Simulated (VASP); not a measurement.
Here is a VASP 6.6.1 calculation.

The input INCAR:

```
PREC = Accurate ; ENCUT = 520
EDIFF = 1E-7 ; ISMEAR = 0
SIGMA = 0.1 ; LREAL = Auto
LASPH = True ; NELM = 80
ALGO = Normal ; ISIF = 2
LWAVE = False ; LCHARG = True
LDIPOL = True ; IDIPOL = 3
DIPOL = 0.5 0.5 0.421 ; GGA = PE
LELF = True ; LVHAR = True
LVACPOTAV = True ; NBANDS = 38
```

The input KPOINTS:

```
Automatic mesh
0
Gamma
  3 3 1
```

The input POSCAR:

```
Al
1.0
    5.7143027680      0.0000000000      0.0000000000
    0.0000000000      5.7143027680      0.0000000000
    0.0000000000      0.0000000000     26.2451333555
Al
16
Direct
    0.2500000000      0.2500000000      0.3048184169
    0.2500000000      0.7500000000      0.3048184169
    0.7500000000      0.2500000000      0.3048184169
    0.7500000000      0.7500000000      0.3048184169
    0.5000000000      0.5000000000      0.3817969215
    0.5000000000      0.0000000000      0.3817969215
    0.0000000000      0.5000000000      0.3817969215
    0.0000000000      0.0000000000      0.3817969215
    0.7493168154      0.7511001945      0.4607846992
    0.7490257184      0.2511725542      0.4606525608
    0.2493677119      0.7510951821      0.4610147453
    0.2496744367      0.2514369369      0.4608571467
   -0.0033860868      0.0018495468      0.5356388105
   -0.0001995131      0.5029061212      0.5362882584
    0.5003681070      0.0017250878      0.5377764374
    0.4987503187      0.4989941944      0.5359361320
```

Potentials or basis: VASP PAW PBE potentials, release 64 (Al).

Run with:

```bash
$ cat potpaw_PBE.64/Al/POTCAR > POTCAR
$ mpirun -np 1 vasp_std > vasp.out
```

Predict the largest force.

0.133 eV/Å.

Forces in eV/Å, atoms in the order of the input:
```
Al   0.003  0.004  0.131
Al  -0.006 -0.008  0.131
Al   0.000 -0.006  0.133
Al   0.009  0.002  0.132
Al  -0.015  0.007 -0.121
Al  -0.006  0.002 -0.118
Al   0.010  0.011 -0.118
Al   0.003 -0.005 -0.115
Al  -0.032  0.013 -0.007
Al  -0.012 -0.018 -0.002
Al   0.029  0.030 -0.016
Al   0.009 -0.035 -0.009
Al   0.050  0.005  0.050
Al  -0.010 -0.016 -0.001
Al  -0.038 -0.025 -0.106
Al   0.006  0.038  0.036
```

Caveat: the k points lie up to 0.37 Å⁻¹ apart.
